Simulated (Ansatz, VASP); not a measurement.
This is a calculation of Tc for VASP 6.6.1.

File INCAR:

```
SYSTEM = Tc
ALGO = Normal
EDIFF = 1E-6
ENCUT = 520
ISIF = 2
ISMEAR = -1
LASPH = .True.
LCHARG = .True.
LELF = .True.
LREAL = .False.
LVHAR = .True.
LWAVE = .False.
NBANDS = 20
NELM = 60
PREC = Accurate
SIGMA = 0.05
```

Contents of KPOINTS:

```
k-points
0
Gamma
  11 11 6
  0 0 0
```

POSCAR

```
Tc
1.0
    2.6840659379      0.0000000000      0.0000000000
   -1.3420329689      2.3244692877      0.0000000000
    0.0000000000      0.0000000000      4.3082197061
Tc
2
Direct
    0.6666666667      0.3333333333      0.7500000000
    0.3333333333      0.6666666667      0.2500000000
```

Potentials or basis: VASP PAW LDA potentials, release 64 (Tc_pv).

Run with:

```sh
$ cat potpaw_LDA.64/Tc_pv/POTCAR > POTCAR
$ mpirun -np 1 vasp_std > vasp.out
```

Question: Set up the same calculation for Ansatz 0.2.0. Potentials there: all-electron LAPW, scalar-relativistic.

Answer: As run (the cutoff follows the program's own potentials):

Contents of input.yaml:

```yaml
crystal:
  lattice:
    - [2.6840659379, 0.0, 0.0]
    - [-1.3420329689, 2.3244692877, 0.0]
    - [0.0, 0.0, 4.3082197061]
  atoms:
    - { symbol: Tc, position: [0.6666666667, 0.3333333333, 0.75] }
    - { symbol: Tc, position: [0.3333333333, 0.6666666667, 0.25] }
kpoints:
  mp_grid: { grid: [11, 11, 6] }
scf:
  occupations: { method: fermi_dirac, width: 0.05 }
hamiltonian:
  xc: lda
  pseudopotentials: { kind: all_electron, lapw: { basis_error: 0.001 } }
output:
  forces: true
  stress: true
  eigenvalues: true
```

Potentials or basis: all-electron LAPW, scalar-relativistic.

The run is started by

```console
$ ansatz run input.yaml --threads 1 --pin off --max-ram 3072MiB --backend cpu --events-out ev --progress --plain --runs-dir out
```

Both were run:

|  | VASP | Ansatz | Ansatz less VASP |
| --- | --- | --- | --- |
| gap on the k mesh at the Fermi level (eV) | none | none | - |
| pressure (GPa) | 8.8 | 8.7 | -0.08 |
| traceless stress, the component that is largest in VASP (GPa) | -0.49 | -0.44 | +0.054 |

LDA's correlation is that of Perdew and Zunger in VASP and of Perdew and Wang (1992) in Ansatz. A gap of «none» marks a metal or a gap that the smearing closes. Ansatz ran all-electron here, and VASP with PAW potentials.
